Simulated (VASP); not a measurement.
# RbAu5 (P6/mmm) in VASP: notebook

The runs below take RbAu5 through single point, relaxation of cell and atoms, with LDA.

Program: VASP 6.6.1. These are calculated values, not measurements. Logs are shortened: lines on timing, memory, paths and dates and some standing lists are left out, and cuts for length are marked.

## 1. The cell of the first run

It takes space group P6/mmm (No. 191, hexagonal). The conventional cell has a = 5.679 Å, b = 5.679 Å, c = 4.415 Å, α = 90.00°, β = 90.00°, γ = 120.00°. Within 4.3 Å of Rb (site symmetry 6/mmm) lie 18 Au at 3.28 to 3.60 Å. Au (site symmetry -6m2) has 9 Au at 2.75 to 3.28 Å and 3 Rb at 3.28 Å within 3.6 Å. Au (site symmetry mmm) has 8 Au at 2.75 to 2.84 Å and 4 Rb at 3.60 Å within 3.6 Å.

## 2. Single point, LDA

Contents of INCAR:

```
SYSTEM = RbAu5
PREC = Accurate
ENCUT = 520
EDIFF = 1E-6
ISMEAR = 0
SIGMA = 0.1
LREAL = .FALSE.
LASPH = .TRUE.
NELM = 100
ALGO = Normal
ISIF = 2
LWAVE = .FALSE.
LCHARG = .TRUE.
LELF = .TRUE.
LVHAR = .TRUE.
NBANDS = 41
```

Contents of KPOINTS:

```
regular mesh
0
G
  6 6 8
  0 0 0
```

Contents of POSCAR:

```
RbAu5
1.0
    5.6785552323      0.0000000000      0.0000000000
   -2.8392776162      4.9177730880      0.0000000000
    0.0000000000      0.0000000000      4.4150128422
Rb Au
1 5
Direct
    0.0000000000      0.0000000000      0.0000000000
    0.3333333333      0.6666666667      0.0000000000
    0.6666666667      0.3333333333      0.0000000000
    0.5000000000      0.0000000000      0.5000000000
    0.5000000000      0.5000000000      0.5000000000
    0.0000000000      0.5000000000      0.5000000000
```

Potentials or basis: VASP PAW LDA potentials, release 64 (Rb_sv, Au).

Launch:

```console
cat potpaw_LDA.64/Rb_sv/POTCAR potpaw_LDA.64/Au/POTCAR > POTCAR
mpirun -np 1 vasp_std > vasp.out
```

OUTCAR:

```text
SYSTEM = RbAu5
   PREC = Accurate
   ENCUT = 520
   EDIFF = 1E-6
   ISMEAR = 0
   LREAL = .FALSE.
   LASPH = .TRUE.
   NELM = 100
   ISIF = 2

 ion  position               nearest neighbor table
   1  0.000  0.000  0.000-   2 3.28   3 3.28   3 3.28   2 3.28   3 3.28   2 3.28   4 3.60   4 3.60
                             4 3.60   4 3.60   5 3.60   5 3.60   5 3.60   5 3.60   6 3.60   6 3.60
   2  0.333  0.667  0.000-   6 2.75   6 2.75   4 2.75   4 2.75   5 2.75   5 2.75   3 3.28   1 3.28
                             3 3.28   1 3.28   1 3.28   3 3.28
   3  0.667  0.333  0.000-   6 2.75   6 2.75   4 2.75   4 2.75   5 2.75   5 2.75   2 3.28   1 3.28
                             2 3.28   1 3.28   1 3.28   2 3.28
   4  0.500  0.000  0.500-   2 2.75   3 2.75   2 2.75   3 2.75   6 2.84   6 2.84   5 2.84   5 2.84
                             1 3.60   1 3.60   1 3.60   1 3.60
   5  0.500  0.500  0.500-   2 2.75   3 2.75   2 2.75   3 2.75   6 2.84   6 2.84   4 2.84   4 2.84
                             1 3.60   1 3.60   1 3.60   1 3.60
   6  0.000  0.500  0.500-   2 2.75   3 2.75   2 2.75   3 2.75   5 2.84   5 2.84   4 2.84   4 2.84
                             1 3.60   1 3.60   1 3.60   1 3.60

  LATTYP: Found a hexagonal cell.
 ALAT       =     5.6785552323
 C/A-ratio  =     0.7774887558

  Lattice vectors:

 A1 = (   5.6785552323,   0.0000000000,   0.0000000000)
 A2 = (  -2.8392776162,   4.9177730880,   0.0000000000)
 A3 = (   0.0000000000,   0.0000000000,   4.4150128422)

Analysis of symmetry for initial positions (statically):
=====================================================================
 Subroutine PRICEL returns:
 Original cell was already a primitive cell.

 Routine SETGRP: Setting up the symmetry group for a
 hexagonal supercell.

 Subroutine GETGRP returns: Found 24 space group operations
 (whereof 24 operations were pure point group operations)
 out of a pool of 24 trial point group operations.

The static configuration has the point symmetry D_6h.

Analysis of symmetry for dynamics (positions and initial velocities):
=====================================================================
 Subroutine PRICEL returns:
 Original cell was already a primitive cell.

 Routine SETGRP: Setting up the symmetry group for a
 hexagonal supercell.

 Subroutine GETGRP returns: Found 24 space group operations
 (whereof 24 operations were pure point group operations)
 out of a pool of 24 trial point group operations.

The dynamic configuration has the point symmetry D_6h.

 Subroutine INISYM returns: Found 24 space group operations
 (whereof 24 operations are pure point group operations),
 and found     1 'primitive' translations

----------------------------------------------------------------------------------------

                                     Primitive cell

  volume of cell :     123.2930

  direct lattice vectors                    reciprocal lattice vectors
     5.678555232  0.000000000  0.000000000     0.176101131  0.101672036  0.000000000
    -2.839277616  4.917773088  0.000000000     0.000000000  0.203344071  0.000000000
     0.000000000  0.000000000  4.415012842     0.000000000  0.000000000  0.226499907

  length of vectors
     5.678555232  5.678555232  4.415012842     0.203344071  0.203344071  0.226499907

  position of ions in fractional coordinates (direct lattice)
     0.000000000  0.000000000  0.000000000
     0.333333333  0.666666667  0.000000000
     0.666666667  0.333333333  0.000000000
     0.500000000  0.000000000  0.500000000
     0.500000000  0.500000000  0.500000000
     0.000000000  0.500000000  0.500000000

  ion indices of the primitive-cell ions
   primitive index   ion index
                 1           1
                 2           2
                 3           3
                 4           4
                 5           5
                 6           6

----------------------------------------------------------------------------------------

 KPOINTS: regular mesh

Automatic generation of k-mesh.
 Grid dimensions read from file:
 generate k-points for:    6    6    8

 Generating k-lattice:

  Cartesian coordinates                     Fractional coordinates (reciprocal lattice)
     0.029350189  0.016945339  0.000000000     0.166666667  0.000000000  0.000000000
     0.000000000  0.033890679  0.000000000     0.000000000  0.166666667  0.000000000
     0.000000000  0.000000000  0.028312488     0.000000000  0.000000000  0.125000000

  Length of vectors
     0.033890679  0.033890679  0.028312488

  Shift w.r.t. Gamma in fractional coordinates (k-lattice)
     0.000000000  0.000000000  0.000000000

 Subroutine IBZKPT returns following result:
 ===========================================

 Found     35 irreducible k-points:

 Following reciprocal coordinates:
            Coordinates               Weight
  0.000000  0.000000  0.000000      1.000000
  0.166667  0.000000  0.000000      6.000000
  0.333333  0.000000  0.000000      6.000000
  0.500000  0.000000  0.000000      3.000000
  0.166667  0.166667  0.000000      6.000000
  0.333333  0.166667  0.000000     12.000000
[... 16 lines left out ...]
  0.166667  0.000000  0.375000     12.000000
  0.333333  0.000000  0.375000     12.000000
 [... further k-points ...]
   k-points           NKPTS =     35   k-points in BZ     NKDIM =     35   number of bands    NBANDS=     41
   number of dos      NEDOS =    301   number of ions     NIONS =      6
   total plane-waves  NPLWV =  63504
   dimension x,y,z NGX =    42 NGY =   42 NGZ =   36
   dimension x,y,z NGXF=    84 NGYF=   84 NGZF=   72
   ions per type =               1   5
   NGX,Y,Z   is equivalent  to a cutoff of  12.30, 12.30, 13.56 a.u.
   NGXF,Y,Z  is equivalent  to a cutoff of  24.59, 24.59, 27.11 a.u.
 SYSTEM =  RbAu5
   PREC   = accura    normal or accurate (medium, high low for compatibility)
   ISTART =      0    job   : 0-new  1-cont  2-samecut
   ICHARG =      2    charge: 1-file 2-atom 10-const
   ISPIN  =      1    spin polarized calculation?
   LNONCOLLINEAR =      F non collinear calculations
   LSORBIT =      F    spin-orbit coupling
   LASPH  =      T    aspherical Exc in radial PAW
   ENCUT  =  520.0 eV  38.22 Ry    6.18 a.u.  10.56 10.56  8.21*2*pi/ulx,y,z
   NELM   =    100;   NELMIN=  2; NELMDL= -5     # of ELM steps
   EDIFF  = 0.1E-05   stopping-criterion for ELM
   LREAL  =      F    real-space projection
   EDIFFG = 0.1E-04   stopping-criterion for IOM
   NSW    =      0    number of steps for IOM
   IBRION =     -1    ionic relax: 0-MD 1-quasi-New 2-CG
   NFREE  =      0    steps in history (QN), initial steepest desc. (CG)
   ISIF   =      2    stress and relaxation
   ISYM   =      2    0-nonsym 1-usesym 2-fastsym
   POTIM  = 0.5000    time-step for ionic-motion
   TEBEG  =    0.0;   TEEND  =   0.0 temperature during run
   PSTRESS=    0.0 pullay stress
   NELECT =      64.0000    total number of electrons
   NUPDOWN=      -1.0000    fix difference up-down
   EMIN   =  10.00;   EMAX   =-10.00  energy-range for DOS
   EFERMI =   0.00;   METHOD = LEGACY
   ISMEAR =     0;   SIGMA  =   0.10  broadening in eV -4-tet -1-fermi 0-gaus
   EFERMI_NEDOS =   21; number of points for ismear=-14 and -15
   IALGO  =     38    algorithm
   IMIX   =      4    mixing-type and parameters
     AMIX     =   0.40;   BMIX     =  1.00
     AMIX_MAG =   1.60;   BMIX_MAG =  1.00
  volume/ion in A,a.u.               =      20.55       138.67
  Fermi-wavevector in a.u.,A,eV,Ry     =   1.315695  2.486304 23.552428  1.731055
  Thomas-Fermi vector in A             =   2.445860
   LORBIT       =      0    0 simple, 1 ext, 2 COOP (PROOUT), +10 PAW based schemes
   GGA     = CA    functional components
   LHFCALC =     F    Hartree Fock is set to
   AEXX    =    0.0000 exact exchange contribution
   IVDW    =     0    specifies the selected vdW correction
   LEPSILON=     F    determine dielectric tensor
   LRPA    =     F    only Hartree local field effects (RPA)
 non-spin polarized calculation
 Gauss-broadening in eV      SIGMA  =   0.10
  energy-cutoff  :      520.00
  volume of cell :      123.29
 maximum number of plane-waves:      3350
   NGX = 21   NGY = 21   NGZ = 17

 number of electron      63.9999982 magnetization

 Free energy of the ion-electron system (eV)
  ---------------------------------------------------
  ext. energy  EPLUGINS =         0.00000000
  ---------------------------------------------------
  free energy    TOTEN  =       -24.27087219 eV

  energy without entropy =      -24.26212678  energy(sigma->0) =      -24.26649949

 E-fermi :   6.7752     XC(G=0): -11.5973

 val. band max:        6.7562788167   @ k =   0.1667   0.1667   0.2500
 cond. band min:       6.7786362521   @ k =   0.5000   0.0000   0.3750
 fundamental gap:      0.0223574354
 Fermi energy:         6.7751920750

 k-point     1 :       0.0000    0.0000    0.0000
  band No.  band energies     occupation
      1     -19.7731      2.00000
      2      -4.2375      2.00000
      3      -4.2375      2.00000
      4      -3.9776      2.00000
      5      -2.6420      2.00000
      6      -0.2253      2.00000
[... 33 lines left out ...]
     40      14.0808      0.00000
     41      14.0824      0.00000

 k-point     2 :       0.1667    0.0000    0.0000
  band No.  band energies     occupation
      1     -19.7723      2.00000
      2      -4.3150      2.00000
      3      -4.2388      2.00000
      4      -3.9849      2.00000
      5      -2.4012      2.00000
      6      -0.0499      2.00000
[... 33 lines left out ...]
     40      14.0234      0.00000
     41      14.0583      0.00000

 k-point     3 :       0.3333    0.0000    0.0000
  band No.  band energies     occupation
      1     -19.7709      2.00000
      2      -4.4304      2.00000
      3      -4.2414      2.00000
      4      -3.9993      2.00000
      5      -1.8383      2.00000
      6       0.0049      2.00000
[... 875 lines left out ...]
      2      -4.2980      2.00000
      3      -4.2520      2.00000
      4      -4.2384      2.00000
      5      -1.2676      2.00000
      6      -0.7147      2.00000
[... 33 lines left out ...]
     40      13.5014      0.00000
     41      13.8326      0.00000

 k-point    24 :       0.3333    0.0000    0.3750
  band No.  band energies     occupation
      1     -19.7622      2.00000
      2      -4.3203      2.00000
      3      -4.2396      2.00000
      4      -4.2229      2.00000
      5      -0.8788      2.00000
      6      -0.5655      2.00000
[... 33 lines left out ...]
     40      13.3622      0.00000
     41      14.0105      0.00000

 [... further k-points ...]

------------------------ aborting loop because EDIFF is reached ----------------------------------------

  FORCE on cell =-STRESS in cart. coord.  units (eV):
  Direction    XX          YY          ZZ          XY          YZ          ZX
  --------------------------------------------------------------------------------------
  -------------------------------------------------------------------------------------
  Total        0.2622607      0.2622607      0.3605686     -0.0000000      0.0000000      0.0000000
  in kB        3.4080462      3.4080462      4.6855451     -0.0000000      0.0000000      0.0000000
  external PRESSURE =       3.8338791 kB  Pullay stress =       0.0000000 kB

 VOLUME and BASIS-vectors are now :
 -----------------------------------------------------------------------------
  energy-cutoff  :      520.00
  volume of cell :      123.29
      direct lattice vectors                 reciprocal lattice vectors
     5.678555232  0.000000000  0.000000000     0.176101131  0.101672036  0.000000000
    -2.839277616  4.917773088  0.000000000     0.000000000  0.203344071  0.000000000
     0.000000000  0.000000000  4.415012842     0.000000000  0.000000000  0.226499907

 POSITION                                       TOTAL-FORCE (eV/Angst)
 -----------------------------------------------------------------------------------
      0.00000      0.00000      0.00000         0.000000      0.000000      0.000000
     -0.00000      3.27852      0.00000         0.000000      0.000000      0.000000
      2.83928      1.63926      0.00000        -0.000000      0.000000     -0.000000
      2.83928      0.00000      2.20751         0.000000      0.000000      0.000000
      1.41964      2.45889      2.20751         0.000000      0.000000      0.000000
     -1.41964      2.45889      2.20751         0.000000      0.000000      0.000000
 -----------------------------------------------------------------------------------
    total drift:                               -0.000000     -0.000000      0.000000

  FREE ENERGIE OF THE ION-ELECTRON SYSTEM (eV)
  ---------------------------------------------------
  free  energy   TOTEN  =       -24.2708721926 eV

  energy  without entropy=      -24.2621267841  energy(sigma->0) =      -24.26649949
```

It took 2.1 min on 1 thread of Intel Xeon Platinum 8488C (Sapphire Rapids), shared host; peak memory 0.28 GiB.

Results:

```
Free energy            : -24.2709 eV
Pressure               : 0.4 GPa
Band gap on the k mesh : zero (band 32 reaches 7.65 eV, above the bottom of band 33 at 5.71 eV)
```

Levels at points of the mesh, in eV from the Fermi level:
| k point | band 30 | band 31 | band 32 | band 33 | band 34 | band 35 |
| --- | --- | --- | --- | --- | --- | --- |
| (0.00, 0.00, 0.00) | -1.68 | -1.24 | 0.88 | 0.93 | 0.93 | 1.99 |
| (0.50, 0.00, 0.00) | -3.00 | -1.69 | -0.09 | 0.15 | 2.82 | 4.21 |
| (0.00, 0.00, 0.50) | -1.89 | -1.89 | -0.49 | 0.80 | 0.80 | 1.75 |
| (0.50, 0.00, 0.50) | -2.17 | -1.93 | -1.85 | -0.81 | 1.88 | 2.04 |

Caveat: spin-orbit coupling is left out, which moves the levels of the heavy elements.

## 3. Relaxation of cell and atoms, LDA

This run uses another cell than the first one, of 22.79 Å³/atom, 1.109 times its volume.

Contents of INCAR:

```
PREC = Accurate
ENCUT = 600
EDIFF = 1E-7
ISMEAR = 0
SIGMA = 0.1
LREAL = False
LASPH = True
NELM = 100
ALGO = Normal
ISIF = 3
LWAVE = False
LCHARG = False
IBRION = 2
NSW = 70
EDIFFG = -0.005
```

Contents of KPOINTS:

```
Automatic mesh
0
Gamma
  6 6 8
```

Edit POSCAR of step 2 so:

```diff
@@ -2,5 +2,5 @@
 1.0
-    5.6785552323      0.0000000000      0.0000000000
-   -2.8392776162      4.9177730880      0.0000000000
-    0.0000000000      0.0000000000      4.4150128422
+    5.9364900040      0.0000000000      0.0000000000
+   -2.9682450020      5.1411511528      0.0000000000
+    0.0000000000      0.0000000000      4.4794449451
 Rb Au
```

Potentials or basis: VASP PAW LDA potentials, release 64 (Rb_sv, Au).

Launch:

```console
cat potpaw_LDA.64/Rb_sv/POTCAR potpaw_LDA.64/Au/POTCAR > POTCAR
mpirun -np 1 vasp_std > vasp.out
```

Run time: 15 min. Hardware: 1 thread of Intel Xeon Platinum 8488C (Sapphire Rapids), shared host; peak memory 0.36 GiB.

Results (log left out):

- Free energy: -24.2723 eV
- Relaxed volume: 20.64 Å³/atom
- Relaxed cell: a = 5.688 Å, b = 5.688 Å, c = 4.420 Å, α = 90.00°, β = 90.00°, γ = 120.00°
- Space group after relaxing (to 0.05 Å): P6/mmm (No. 191)
- Energy gained by relaxing: 57.8 meV/atom
- Ionic steps: 9
- Pressure after relaxing: 0.0 GPa
- Band gap on the k mesh: zero (band 32 reaches 7.61 eV, above the bottom of band 33 at 5.65 eV)

The path:
```csv
step,energy change (eV),largest force (eV/Å),pressure (GPa),volume (Å³)
1,0.0000,0.0000,-7.97,136.71
2,0.0079,0.0000,11.39,115.50
3,-0.3199,0.0000,-0.27,125.35
4,-0.3200,0.0000,-0.07,125.13
5,-0.3350,0.0000,-0.01,124.55
6,-0.3464,0.0000,0.26,123.52
7,-0.3464,0.0000,0.24,123.57
8,-0.3460,0.0000,-0.40,124.23
9,-0.3466,0.0000,0.00,123.82
```

Final structure:
```
Rb Au
1.0
     5.68756    0.00000    0.00000
    -2.84378    4.92557    0.00000
     0.00000    0.00000    4.41981
Rb Au
1 5
Cartesian
  0.0000 0.0000 4.4198
  0.0000 3.2837 0.0000
  2.8438 1.6419 0.0000
  2.8438 0.0000 2.2099
  1.4219 2.4628 2.2099
  -1.4219 2.4628 2.2099
```

Levels at points of the mesh, in eV from the Fermi level:
| k point | band 29 | band 30 | band 31 | band 32 | band 33 | band 34 | band 35 | band 36 |
| --- | --- | --- | --- | --- | --- | --- | --- | --- |
| (0.00, 0.00, 0.00) | -1.68 | -1.68 | -1.24 | 0.89 | 0.92 | 0.92 | 1.99 | 1.99 |
| (0.50, 0.00, 0.00) | -3.05 | -3.00 | -1.69 | -0.08 | 0.14 | 2.83 | 4.21 | 4.41 |
| (0.00, 0.00, 0.50) | -2.00 | -1.89 | -1.89 | -0.48 | 0.81 | 0.81 | 1.75 | 1.75 |
| (0.50, 0.00, 0.50) | -2.73 | -2.16 | -1.93 | -1.85 | -0.81 | 1.87 | 2.03 | 2.26 |

Caveat: spin-orbit coupling is left out, which moves the levels of the heavy elements. LDA usually gives volumes a few per cent too small.
